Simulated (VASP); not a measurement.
A run of VASP 6.6.1 is set up as follows.

INCAR

```
SYSTEM = Si3N
PREC = Accurate
ENCUT = 520
EDIFF = 1E-6
ISMEAR = 0
SIGMA = 0.05
LREAL = .False.
LASPH = .True.
NELM = 100
ALGO = Normal
ISIF = 2
LWAVE = .False.
LCHARG = .False.
LDIPOL = .True.
IDIPOL = 3
DIPOL = 0.5 0.5 0.361
GGA = PE
IVDW = 12
NBANDS = 27
```

KPOINTS

```
Automatic mesh
0
Gamma
  9 9 1
  0 0 0
```

File POSCAR:

```
Si3N
1.0
    3.8155170197      0.0000000000      0.0000000000
   -1.9077585099      3.3043346676      0.0000000000
    0.0000000000      0.0000000000     25.7913833664
Si N
6 2
Direct
    0.6666666667      0.3333333333      0.1550905565
    0.3333333333      0.6666666667      0.1859793801
    0.3333333333      0.6666666667      0.2774751471
    0.6666666667      0.3333333333      0.3070263804
    0.6666666667      0.3333333333      0.3997350368
    0.3333333333      0.6666666667      0.4261649408
    0.5000000000      1.3333333333      0.5463601221
    0.5000000000      1.3333333333      0.5890100252
```

Potentials or basis: VASP PAW PBE potentials, release 64 (Si, N).

Command:

```bash
$ cat potpaw_PBE.64/Si/POTCAR potpaw_PBE.64/N/POTCAR > POTCAR
$ mpirun -np 1 vasp_std > vasp.out
```

Problem. Estimate the dispersion energy per atom.

Solution. -0.226 eV.

Problem. Predict the band gap on the k mesh.

Solution. Zero (bands 17 and 18 overlap by 0.08 eV).

Problem. Estimate the largest force.

Solution. 2.246 eV/Å.

Forces in eV/Å, atoms in the order of the input:
```
Si   0.008  0.001  0.475
Si   0.003  0.001 -0.580
Si   0.001 -0.005  0.115
Si  -0.014  0.002  0.020
Si  -0.010  0.000 -0.009
Si  -0.007  0.018 -0.041
N    0.032 -0.028 -2.227
N   -0.014  0.011  2.246
```

Caveat: the standard files for N, O and F lose accuracy on very short bonds.
